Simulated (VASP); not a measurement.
# SiO2 (P6_422) in VASP: notebook

SiO2 is run at these levels: r2SCAN; tasks: single point.

Program: VASP 6.6.1. These are calculated values, not measurements. Logs are shortened: lines on timing, memory, paths and dates and some standing lists are left out, and cuts for length are marked.

## (1) The cell of the first run

It takes space group P6_422 (No. 181, hexagonal). Conventional cell: a = 5.211 Å, b = 5.211 Å, c = 5.624 Å, α = 90.00°, β = 90.00°, γ = 120.00°. Si (site symmetry 222) has 4 O at 1.65 Å within 2.2 Å. O (site symmetry 2) has 2 Si at 1.65 Å within 2.2 Å.

## (2) Single point, r2SCAN (strain +0.030 along x and y, +0.015 along z)

POSCAR reads:

```
SiO2
1.0
    5.2114681495      0.0000000000      0.0000000000
   -2.6057340747      4.5132638085      0.0000000000
    0.0000000000      0.0000000000      5.6242018660
Si O
3 6
Direct
    0.0000000000      0.5000000000      0.3333333333
    0.5000000000      0.5000000000      0.6666666667
    0.5000000000      0.0000000000      0.0000000000
    0.5834989535      0.7917494768      0.8333333333
    0.7917494768      0.5834989535      0.5000000000
    0.7917494768      0.2082505232      0.1666666667
    0.4165010465      0.2082505232      0.8333333333
    0.2082505232      0.4165010465      0.5000000000
    0.2082505232      0.7917494768      0.1666666667
```

INCAR.step1 reads:

```
SYSTEM = SiO2
ALGO = Normal ; EDIFF = 1E-4
ENCUT = 520 ; GGA = PE
ISMEAR = 0 ; LASPH = .TRUE.
LCHARG = .FALSE. ; LREAL = .FALSE.
LWAVE = .TRUE. ; NBANDS = 34
NELM = 80 ; PREC = Accurate
SIGMA = 0.05
```

INCAR.step2 reads:

```
SYSTEM = SiO2
ALGO = Normal ; EDIFF = 1E-7
ENCUT = 520 ; ISIF = 2
ISMEAR = 0 ; ISTART = 1
LASPH = .TRUE. ; LCHARG = .TRUE.
LELF = .TRUE. ; LMIXTAU = .TRUE.
LREAL = .FALSE. ; LVHAR = .TRUE.
LWAVE = .FALSE. ; METAGGA = R2SCAN
NBANDS = 34 ; NELM = 80
PREC = Accurate ; SIGMA = 0.05
```

KPOINTS reads:

```
k-points
0
G
  6 6 4
  0 0 0
```

Potentials or basis: VASP PAW PBE potentials, release 64 (Si, O).

On the command line:

```console
$ cat potpaw_PBE.64/Si/POTCAR potpaw_PBE.64/O/POTCAR > POTCAR
$ cp INCAR.step1 INCAR
$ mpirun -np 1 vasp_std > vasp.out
$ cp INCAR.step2 INCAR
$ mpirun -np 1 vasp_std > vasp.out
```

OUTCAR:

```text
SYSTEM = SiO2
   EDIFF = 1E-7
   ENCUT = 520
   ISIF = 2
   ISMEAR = 0
   ISTART = 1
   LASPH = .TRUE.
   LREAL = .FALSE.
   METAGGA = R2SCAN
   NELM = 80
   PREC = Accurate

 ion  position               nearest neighbor table
   1  0.000  0.500  0.333-   6 1.65   9 1.65   8 1.65   5 1.65
   2  0.500  0.500  0.667-   4 1.65   7 1.65   5 1.65   8 1.65
   3  0.500  0.000  0.000-   4 1.65   7 1.65   6 1.65   9 1.65
   4  0.583  0.792  0.833-   3 1.65   2 1.65
   5  0.792  0.583  0.500-   1 1.65   2 1.65
   6  0.792  0.208  0.167-   1 1.65   3 1.65
   7  0.417  0.208  0.833-   3 1.65   2 1.65
   8  0.208  0.417  0.500-   1 1.65   2 1.65
   9  0.208  0.792  0.167-   1 1.65   3 1.65

  LATTYP: Found a hexagonal cell.
 ALAT       =     5.2114681495
 C/A-ratio  =     1.0791972060

  Lattice vectors:

 A1 = (   5.2114681495,   0.0000000000,   0.0000000000)
 A2 = (  -2.6057340747,   4.5132638085,   0.0000000000)
 A3 = (   0.0000000000,   0.0000000000,   5.6242018660)

Analysis of symmetry for initial positions (statically):
=====================================================================
 Subroutine PRICEL returns:
 Original cell was already a primitive cell.

 Routine SETGRP: Setting up the symmetry group for a
 hexagonal supercell.

 Subroutine GETGRP returns: Found 12 space group operations
 (whereof  4 operations were pure point group operations)
 out of a pool of 24 trial point group operations.

The static configuration has the point symmetry D_2 .
 The point group associated with its full space group is D_6 .

Analysis of symmetry for dynamics (positions and initial velocities):
=====================================================================
 Subroutine PRICEL returns:
 Original cell was already a primitive cell.

 Routine SETGRP: Setting up the symmetry group for a
 hexagonal supercell.

 Subroutine GETGRP returns: Found 12 space group operations
 (whereof  4 operations were pure point group operations)
 out of a pool of 24 trial point group operations.

The dynamic configuration has the point symmetry D_2 .
 The point group associated with its full space group is D_6 .

 Subroutine INISYM returns: Found 12 space group operations
 (whereof  4 operations are pure point group operations),
 and found     1 'primitive' translations

----------------------------------------------------------------------------------------

                                     Primitive cell

  volume of cell :     132.2853

  direct lattice vectors                    reciprocal lattice vectors
     5.211468149  0.000000000  0.000000000     0.191884508  0.110784572  0.000000000
    -2.605734075  4.513263808  0.000000000     0.000000000  0.221569144  0.000000000
     0.000000000  0.000000000  5.624201866     0.000000000  0.000000000  0.177803006

  length of vectors
     5.211468149  5.211468149  5.624201866     0.221569144  0.221569144  0.177803006

  position of ions in fractional coordinates (direct lattice)
     0.000000000  0.500000000  0.333333333
     0.500000000  0.500000000  0.666666667
     0.500000000  0.000000000  0.000000000
     0.583498953  0.791749477  0.833333333
     0.791749477  0.583498953  0.500000000
     0.791749477  0.208250523  0.166666667
     0.416501047  0.208250523  0.833333333
     0.208250523  0.416501047  0.500000000
     0.208250523  0.791749477  0.166666667

  ion indices of the primitive-cell ions
   primitive index   ion index
                 1           1
                 2           2
                 3           3
                 4           4
                 5           5
                 6           6
                 7           7
                 8           8
                 9           9

----------------------------------------------------------------------------------------

 KPOINTS: k-points

Automatic generation of k-mesh.
 Grid dimensions read from file:
 generate k-points for:    6    6    4

 Generating k-lattice:

  Cartesian coordinates                     Fractional coordinates (reciprocal lattice)
     0.031980751  0.018464095  0.000000000     0.166666667  0.000000000  0.000000000
     0.000000000  0.036928191  0.000000000     0.000000000  0.166666667  0.000000000
     0.000000000  0.000000000  0.044450752     0.000000000  0.000000000  0.250000000

  Length of vectors
     0.036928191  0.036928191  0.044450752

  Shift w.r.t. Gamma in fractional coordinates (k-lattice)
     0.000000000  0.000000000  0.000000000

 Subroutine IBZKPT returns following result:
 ===========================================

 Found     21 irreducible k-points:

 Following reciprocal coordinates:
            Coordinates               Weight
  0.000000  0.000000  0.000000      1.000000
  0.166667  0.000000  0.000000      6.000000
  0.333333  0.000000  0.000000      6.000000
  0.500000  0.000000  0.000000      3.000000
  0.166667  0.166667  0.000000      6.000000
  0.333333  0.166667  0.000000     12.000000
[... 13 lines left out ...]
  0.333333  0.166667  0.500000     12.000000
  0.333333  0.333333  0.500000      2.000000
   k-points           NKPTS =     21   k-points in BZ     NKDIM =     21   number of bands    NBANDS=     34
   number of dos      NEDOS =    301   number of ions     NIONS =      9
   total plane-waves  NPLWV =  67200
   dimension x,y,z NGX =    40 NGY =   40 NGZ =   42
   dimension x,y,z NGXF=    80 NGYF=   80 NGZF=   84
   ions per type =               3   6
   NGX,Y,Z   is equivalent  to a cutoff of  12.76, 12.76, 12.41 a.u.
   NGXF,Y,Z  is equivalent  to a cutoff of  25.52, 25.52, 24.83 a.u.
 SYSTEM =  SiO2
   PREC   = accura    normal or accurate (medium, high low for compatibility)
   ISTART =      1    job   : 0-new  1-cont  2-samecut
   ICHARG =      0    charge: 1-file 2-atom 10-const
   ISPIN  =      1    spin polarized calculation?
   LNONCOLLINEAR =      F non collinear calculations
   LSORBIT =      F    spin-orbit coupling
   LASPH  =      T    aspherical Exc in radial PAW
   ENCUT  =  520.0 eV  38.22 Ry    6.18 a.u.   9.69  9.69 10.46*2*pi/ulx,y,z
   NELM   =     80;   NELMIN=  2; NELMDL=  0     # of ELM steps
   EDIFF  = 0.1E-06   stopping-criterion for ELM
   LREAL  =      F    real-space projection
   EDIFFG = 0.1E-05   stopping-criterion for IOM
   NSW    =      0    number of steps for IOM
   IBRION =     -1    ionic relax: 0-MD 1-quasi-New 2-CG
   NFREE  =      0    steps in history (QN), initial steepest desc. (CG)
   ISIF   =      2    stress and relaxation
   ISYM   =      2    0-nonsym 1-usesym 2-fastsym
   POTIM  = 0.5000    time-step for ionic-motion
   TEBEG  =    0.0;   TEEND  =   0.0 temperature during run
   PSTRESS=    0.0 pullay stress
   NELECT =      48.0000    total number of electrons
   NUPDOWN=      -1.0000    fix difference up-down
   EMIN   =  10.00;   EMAX   =-10.00  energy-range for DOS
   EFERMI =   0.00;   METHOD = LEGACY
   ISMEAR =     0;   SIGMA  =   0.05  broadening in eV -4-tet -1-fermi 0-gaus
   EFERMI_NEDOS =   21; number of points for ismear=-14 and -15
   IALGO  =     38    algorithm
   IMIX   =      4    mixing-type and parameters
     AMIX     =   0.40;   BMIX     =  1.00
     AMIX_MAG =   1.60;   BMIX_MAG =  1.00
  volume/ion in A,a.u.               =      14.70        99.19
  Fermi-wavevector in a.u.,A,eV,Ry     =   1.167664  2.206566 18.550727  1.363440
  Thomas-Fermi vector in A             =   2.304161
   LORBIT       =      0    0 simple, 1 ext, 2 COOP (PROOUT), +10 PAW based schemes
   METAGGA = R2SCAN    functional components
   LHFCALC =     F    Hartree Fock is set to
   AEXX    =    0.0000 exact exchange contribution
   IVDW    =     0    specifies the selected vdW correction
   LEPSILON=     F    determine dielectric tensor
   LRPA    =     F    only Hartree local field effects (RPA)
 non-spin polarized calculation
 Gauss-broadening in eV      SIGMA  =   0.05
  energy-cutoff  :      520.00
  volume of cell :      132.29
 maximum number of plane-waves:      3597
 NGX is ok and might be reduce to    40
   NGX = 19   NGY = 19   NGZ = 21

 number of electron      48.0000000 magnetization

 Free energy of the ion-electron system (eV)
  ---------------------------------------------------
  ext. energy  EPLUGINS =         0.00000000
  ---------------------------------------------------
  free energy    TOTEN  =       -88.99205398 eV

  energy without entropy =      -88.99205398  energy(sigma->0) =      -88.99205398

 E-fermi :  -0.1949     XC(G=0):  -8.8831

 val. band max:       -0.4336682309   @ k =   0.5000   0.0000   0.0000
 cond. band min:       5.4111688583   @ k =   0.0000   0.0000   0.0000
 fundamental gap:      5.8448370892
 Fermi energy:        -0.1949279548

 k-point     1 :       0.0000    0.0000    0.0000
  band No.  band energies     occupation
      1     -20.4535      2.00000
      2     -19.1231      2.00000
      3     -19.1231      2.00000
      4     -18.6290      2.00000
      5     -18.5930      2.00000
      6     -18.5930      2.00000
[... 26 lines left out ...]
     33      12.6450      0.00000
     34      12.6450      0.00000

 k-point     2 :       0.1667    0.0000    0.0000
  band No.  band energies     occupation
      1     -20.3862      2.00000
      2     -19.2212      2.00000
      3     -19.1231      2.00000
      4     -18.6214      2.00000
      5     -18.5976      2.00000
      6     -18.5930      2.00000
[... 26 lines left out ...]
     33      12.5897      0.00000
     34      13.1359      0.00000

 k-point     3 :       0.3333    0.0000    0.0000
  band No.  band energies     occupation
      1     -20.2056      2.00000
      2     -19.4603      2.00000
      3     -19.1230      2.00000
      4     -18.6147      2.00000
      5     -18.6001      2.00000
      6     -18.5930      2.00000
[... 26 lines left out ...]
     33      11.9858      0.00000
     34      12.4161      0.00000

 k-point     4 :       0.5000    0.0000    0.0000
  band No.  band energies     occupation
      1     -20.0496      2.00000
      2     -19.6444      2.00000
      3     -19.1229      2.00000
      4     -18.6162      2.00000
      5     -18.5968      2.00000
      6     -18.5929      2.00000
[... 26 lines left out ...]
     33      11.7318      0.00000
     34      11.8792      0.00000

 k-point     5 :       0.1667    0.1667    0.0000
  band No.  band energies     occupation
      1     -20.2602      2.00000
      2     -19.3867      2.00000
      3     -19.1297      2.00000
      4     -18.6121      2.00000
      5     -18.6017      2.00000
      6     -18.5929      2.00000
[... 510 lines left out ...]
 k-point    19 :       0.1667    0.1667    0.5000
  band No.  band energies     occupation
      1     -20.0307      2.00000
      2     -19.8512      2.00000
      3     -18.9054      2.00000
      4     -18.6170      2.00000
      5     -18.6029      2.00000
      6     -18.5678      2.00000
[... 26 lines left out ...]
     33      11.7417      0.00000
     34      12.0060      0.00000

 k-point    20 :       0.3333    0.1667    0.5000
  band No.  band energies     occupation
      1     -20.0161      2.00000
      2     -19.6358      2.00000
      3     -19.1735      2.00000
      4     -18.6219      2.00000
      5     -18.6055      2.00000
      6     -18.5811      2.00000
[... 26 lines left out ...]
     33      11.2240      0.00000
     34      11.6284      0.00000

 k-point    21 :       0.3333    0.3333    0.5000
  band No.  band energies     occupation
      1     -20.0101      2.00000
      2     -19.4124      2.00000
      3     -19.4124      2.00000
      4     -18.6261      2.00000
      5     -18.5960      2.00000
      6     -18.5960      2.00000
[... 26 lines left out ...]
     33      11.4809      0.00000
     34      11.4854      0.00000

------------------------ aborting loop because EDIFF is reached ----------------------------------------

  FORCE on cell =-STRESS in cart. coord.  units (eV):
  Direction    XX          YY          ZZ          XY          YZ          ZX
  --------------------------------------------------------------------------------------
  -------------------------------------------------------------------------------------
  Total      -10.2742661    -10.2742661     -9.2800174     -0.0000000      0.0000000      0.0000000
  in kB     -124.4370435   -124.4370435   -112.3951741     -0.0000000      0.0000000      0.0000000
  external PRESSURE =    -120.4230871 kB  Pullay stress =       0.0000000 kB

 VOLUME and BASIS-vectors are now :
 -----------------------------------------------------------------------------
  energy-cutoff  :      520.00
  volume of cell :      132.29
      direct lattice vectors                 reciprocal lattice vectors
     5.211468149  0.000000000  0.000000000     0.191884508  0.110784572  0.000000000
    -2.605734075  4.513263808  0.000000000     0.000000000  0.221569144  0.000000000
     0.000000000  0.000000000  5.624201866     0.000000000  0.000000000  0.177803006

 POSITION                                       TOTAL-FORCE (eV/Angst)
 -----------------------------------------------------------------------------------
     -1.30287      2.25663      1.87473         0.000000      0.000000     -0.000000
      1.30287      2.25663      3.74947         0.000000      0.000000     -0.000000
      2.60573      0.00000      0.00000         0.000000      0.000000      0.000000
      0.97780      3.57337      4.68683        -0.481659     -0.278086     -0.000000
      2.60573      2.63348      2.81210        -0.000000     -0.556172     -0.000000
      3.58353      0.93989      0.93737        -0.481659      0.278086     -0.000000
      1.62794      0.93989      4.68683         0.481659      0.278086      0.000000
     -0.00000      1.87978      2.81210         0.000000      0.556172     -0.000000
     -0.97780      3.57337      0.93737         0.481659     -0.278086      0.000000
 -----------------------------------------------------------------------------------
    total drift:                               -0.000000      0.000000      0.000001

  FREE ENERGIE OF THE ION-ELECTRON SYSTEM (eV)
  ---------------------------------------------------
  free  energy   TOTEN  =       -88.9920539792 eV

  energy  without entropy=      -88.9920539792  energy(sigma->0) =      -88.99205398
```

Wall time 4.3 min (1 thread of Intel Xeon Platinum 8488C (Sapphire Rapids), shared host); peak memory 0.29 GiB.

What came out:

```yaml
Free_energy: -88.9921 eV
Pressure: -12.0 GPa
Largest_force: 0.556 eV/Å
Band_gap_on_the_k_mesh: 5.84 eV (least direct gap 6.05 eV)
```

Forces on the atoms (eV/Å):
```
Si   0.000  0.000  0.000
Si   0.000  0.000  0.000
Si   0.000  0.000  0.000
O   -0.482 -0.278  0.000
O    0.000 -0.556  0.000
O   -0.482  0.278  0.000
O    0.482  0.278  0.000
O    0.000  0.556  0.000
O    0.482 -0.278  0.000
```

Caveat: the cell differs from its parent crystal (strain +0.030 along x and y, +0.015 along z); the cell stands under tension; the PAW data sets were made with another functional, which shifts forces and pressure a little. A k mesh can miss the band edges.

## (3) Single point, r2SCAN (strain +0.030 along x and y, +0.030 along z)

POSCAR: that of step 2 with these lines changed.

```diff
@@ -4,3 +4,3 @@
    -2.6057340747      4.5132638085      0.0000000000
-    0.0000000000      0.0000000000      5.6242018660
+    0.0000000000      0.0000000000      5.7073181498
 Si O
```

INCAR.step1 reads:

```
PREC = Accurate
ENCUT = 520
ISMEAR = 0
SIGMA = 0.05
LREAL = False
LASPH = True
NELM = 100
NBANDS = 34
GGA = PE
ALGO = Normal
EDIFF = 1E-4
LWAVE = True
LCHARG = False
```

INCAR.step2 reads:

```
PREC = Accurate
ENCUT = 520
EDIFF = 1E-6
ISMEAR = 0
SIGMA = 0.05
LREAL = False
LASPH = True
NELM = 100
ALGO = Normal
ISIF = 2
LWAVE = False
LCHARG = False
METAGGA = R2SCAN
LMIXTAU = True
NBANDS = 34
ISTART = 1
```

KPOINTS reads:

```
regular mesh
0
Gamma
  6 6 4
```

Potentials or basis: VASP PAW PBE potentials, release 64 (Si, O).

On the command line:

```console
$ cat potpaw_PBE.64/Si/POTCAR potpaw_PBE.64/O/POTCAR > POTCAR
$ cp INCAR.step1 INCAR
$ mpirun -np 1 vasp_std > vasp.out
$ cp INCAR.step2 INCAR
$ mpirun -np 1 vasp_std > vasp.out
```

Wall time 3.8 min (1 thread of Intel Xeon Platinum 8488C (Sapphire Rapids), shared host); peak memory 0.29 GiB.

The run converged. Its results:

- Free energy: -88.8401 eV
- Pressure: -14.0 GPa
- Largest force: 0.629 eV/Å
- Band gap on the k mesh: 5.74 eV (least direct gap 5.90 eV)

Forces in eV/Å, atoms in the order of the input:
```
Si   0.000  0.000  0.000
Si   0.000  0.000  0.000
Si   0.000  0.000  0.000
O   -0.545 -0.314  0.000
O    0.000 -0.629  0.000
O   -0.545  0.314  0.000
O    0.545  0.314  0.000
O    0.000  0.629  0.000
O    0.545 -0.314  0.000
```

Levels at points of the mesh, in eV from the valence-band top:
```csv
k point,band 20,band 21,band 22,band 23,band 24,band 25,band 26,band 27,band 28,band 29
"(0.00, 0.00, 0.00)",-0.90,-0.90,-0.39,-0.39,-0.17,5.74,9.26,9.26,9.55,9.55
"(0.50, 0.00, 0.00)",-1.07,-1.04,-0.90,-0.32,0.00,7.82,8.64,9.86,9.97,10.00
"(0.00, 0.00, 0.50)",-1.65,-1.03,-0.29,0.00,0.00,7.58,7.58,8.93,10.16,10.16
"(0.50, 0.00, 0.50)",-1.20,-0.83,-0.66,-0.64,-0.30,8.31,9.06,9.52,9.75,10.03
```

Caveat: the cell differs from its parent crystal (strain +0.030 along x and y, +0.030 along z); the cell stands under tension; the PAW data sets were made with another functional, which shifts forces and pressure a little.
